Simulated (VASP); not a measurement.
# HoAuF4: relaxation of cell and atoms with PBE

The system is HoAuF4.

```xyz
6
Lattice="4.2247 0.0000 0.0000 0.0000 3.4682 0.0000 -1.4473 0.0000 8.8557" Properties=species:S:1:pos:R:3 pbc="T T T"
Ho    1.3887    0.0000    4.4278
Au    2.1124    0.0000    0.0000
F     1.4012    1.7341    3.1039
F     1.3762    1.7341    5.7518
F    -0.7236    0.0000    4.4278
F     0.0000    0.0000    0.0000
```

The cell was generated, and may not be a known phase.

```yaml
Program: VASP 6.6.1
Task: relaxation of cell and atoms
Functional: PBE
Potentials_or_basis: VASP PAW PBE potentials, release 64 (Ho_3, Au, F), 4f in core
Cutoff: 600 eV
k_mesh: 8 × 10 × 4
Occupations: gaussian, width 0.01 eV
Spin: no spin polarisation
Dipole_correction: no
Further_INCAR_settings: ALGO = Normal; EDIFF = 1e-07; IBRION = 2; EDIFFG = -0.01; NSW = 100; ISIF = 3
```

```yaml
Relaxed_volume: 20.93 Å³/atom
Relaxed_cell: a = 4.236 Å, b = 3.485 Å, c = 8.603 Å, α = 90.00°, β = 98.68°, γ = 90.00°
Space_group_after_relaxing_to_0.1_Å: P2/m (No. 10)
Energy_gained_by_relaxing: 1.1 meV/atom
Ionic_steps: 24
Pressure_after_relaxing: 0.0 GPa
Largest_force_after_relaxing: 0.009 eV/Å
Band_gap_on_the_k_mesh: 0.23 eV (least direct gap 1.66 eV)
```

Forces on the atoms (eV/Å):
```
Ho   0.000  0.000  0.000
Au   0.000  0.000  0.000
F    0.008  0.000 -0.004
F   -0.008  0.000  0.004
F    0.000  0.000  0.000
F    0.000  0.000  0.000
```

Step by step:
```csv
step,energy change (eV),largest force (eV/Å),pressure (GPa),volume (Å³)
1,0.0000,0.1615,0.61,129.76
2,-0.0023,0.0369,-0.36,131.31
3,-0.0030,0.0263,-0.05,130.80
4,-0.0031,0.0107,-0.03,130.72
5,-0.0031,0.0069,-0.03,130.70
6,-0.0033,0.0090,-0.03,130.59
7,-0.0037,0.0152,-0.04,130.25
8,-0.0043,0.0280,-0.04,129.57
9,-0.0050,0.0554,-0.03,128.21
10,-0.0052,0.0458,-0.03,128.00
11,-0.0056,0.0234,-0.01,127.37
12,-0.0053,0.0626,0.01,126.11
13,-0.0056,0.0245,-0.02,127.04
14,-0.0059,0.0239,-0.02,126.72
15,-0.0060,0.0236,-0.04,126.44
16,-0.0060,0.0231,-0.05,125.89
17,-0.0060,0.0238,-0.03,126.15
18,-0.0061,0.0187,0.01,125.99
19,-0.0062,0.0171,0.05,125.81
20,-0.0062,0.0257,0.15,125.46
21,-0.0062,0.0190,0.12,125.65
22,-0.0062,0.0176,0.09,125.72
23,-0.0062,0.0158,0.07,125.68
24,-0.0064,0.0091,0.03,125.56
```

Final structure:
```xyz
6
Lattice="4.2362 0.0000 0.0369 0.0000 3.4850 0.0000 -1.3727 0.0000 8.4928" Properties=species:S:1:pos:R:3 pbc="T T T"
Ho    1.4318    0.0000    4.2649
Au    2.1181    0.0000    0.0184
F     1.4482    1.7425    2.9348
F     1.4153    1.7425    5.5949
F    -0.6863    0.0000    4.2464
F     0.0000    0.0000    0.0000
```

Levels at points of the mesh, in eV from the valence-band top:
```csv
k point,band 22,band 23,band 24,band 25,band 26,band 27
"(0.00, 0.00, 0.00)",-1.79,-1.72,-1.43,0.23,4.31,4.85
"(0.50, 0.00, 0.00)",-1.39,-0.80,-0.70,3.89,4.71,5.25
"(0.00, 0.50, 0.00)",-1.84,-1.65,-1.17,2.40,4.49,4.67
"(0.50, 0.50, 0.00)",-0.87,-0.78,0.00,4.62,4.94,5.44
"(0.00, 0.00, 0.50)",-1.79,-1.67,-1.42,0.33,3.43,4.89
"(0.50, 0.00, 0.50)",-1.31,-0.80,-0.70,4.00,4.22,5.36
"(0.00, 0.50, 0.50)",-1.84,-1.64,-1.17,2.46,4.46,4.63
"(0.50, 0.50, 0.50)",-0.87,-0.78,0.00,4.61,5.16,5.23
```

It took 26 min on 4 MPI ranks on Intel(R) Xeon(R) Platinum 8259CL CPU @ 2.50GHz (Skylake/Cascade Lake), on a shared host, peak memory 0.64 GiB a rank.

Caveat: spin-orbit coupling is left out, which moves the levels of the heavy elements; the 4f electrons are frozen in the core, so they carry no moment and show no levels. Spin polarisation is off, so any magnetic state and its effect on volume and gap are missing.
